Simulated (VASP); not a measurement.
Wanted: the native input for a VASP 6.6.1 run.

- Task: single point
- Functional: PBE
- Potentials or basis: VASP PAW PBE potentials, release 64 (Sn_d, H)
- Cutoff: 520 eV
- k mesh: 6 × 6 × 6
- Occupations: gaussian, width 0.1 eV
- Spin: no spin polarisation
- Dipole correction: no
- Further INCAR settings: ALGO = Normal; EDIFF = 1e-06; NBANDS = 18

The structure of SnH5 lies in POSCAR:

```
SnH5
1.0
    0.0000000000      2.7349804416      2.7349804416
    2.7349804416      0.0000000000      2.7349804416
    2.7349804416      2.7349804416      0.0000000000
Sn H
1 5
Direct
    0.2500000000      0.2500000000      0.2500000000
    0.6544492250      0.6544492250      0.6544492250
    0.6544492250      0.6544492250      0.0366523249
    0.6544492250      0.0366523249      0.6544492250
    0.0366523249      0.6544492250      0.6544492250
    0.0000000000      0.0000000000      0.0000000000
```

The cell was built from a structure type or drawn by symmetry, and may not be a known phase.

These files were run (other wordings do the same):

INCAR

```
PREC = Accurate
ENCUT = 520
EDIFF = 1E-6
ISMEAR = 0
SIGMA = 0.1
LREAL = False
LASPH = True
NELM = 60
ALGO = Normal
ISIF = 2
LWAVE = False
LCHARG = False
GGA = PE
NBANDS = 18
```

KPOINTS

```
Automatic mesh
0
Gamma
  6 6 6
```

Potentials or basis: VASP PAW PBE potentials, release 64 (Sn_d, H).

Command:

```console
$ cat potpaw_PBE.64/Sn_d/POTCAR potpaw_PBE.64/H/POTCAR > POTCAR
$ mpirun -np 1 vasp_std > vasp.out
```

Results of the run:

```
Pressure               : 0.0 GPa
Largest force          : 0.027 eV/Å
Band gap on the k mesh : zero (an odd number of electrons rules out a gap without spin polarisation)
```

Caveat: spin-orbit coupling is left out, which moves the levels of the heavy elements.

Run time: 16 s on 1 thread of Intel(R) Xeon(R) Platinum 8259CL CPU @ 2.50GHz (Skylake/Cascade Lake) (shared host), peak memory 0.16 GiB.
